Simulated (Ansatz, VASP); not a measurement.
Two plane-wave programs on ZrS

```xyz
2
Lattice="0.0000 2.6250 2.6250 2.6250 0.0000 2.6250 2.6250 2.6250 0.0000" Properties=species:S:1:pos:R:3 pbc="T T T"
Zr    0.0000    0.0000    0.0000
S     2.6250    2.6250    2.6250
```

Alike in both runs: task relaxation of cell and atoms; functional r2SCAN; k mesh 2 × 2 × 2; occupations gaussian, width 0.1 eV; no spin polarisation.

|  | VASP | Ansatz |
| --- | --- | --- |
| version | VASP 6.6.1 | Ansatz 0.2.0 |
| potentials or method | VASP PAW PBE potentials, release 64 (Zr_sv, S), cutoff 600 eV | scalar-relativistic, plane waves, PAW |
| valence electrons in the cell | 18 | 18 |

|  | VASP | Ansatz | Ansatz less VASP |
| --- | --- | --- | --- |
| gap on the k mesh at the Fermi level, each at its own relaxed structure (eV) | none | none | - |
| relaxed volume (Å³/atom) | 17.64 | 17.64 | -0.002 |
| relaxed cell length with the largest relative difference (Å) | 3.682 | 3.682 | -0.0002 |

VASP's potentials were made for PBE, not for r2SCAN. A gap of «none» marks a metal or a gap that the smearing closes.

The k mesh is coarse, so the values compare programs but aren't converged. Noted on VASP's run: too few bands were computed for a metal, which touches its energy and stress.
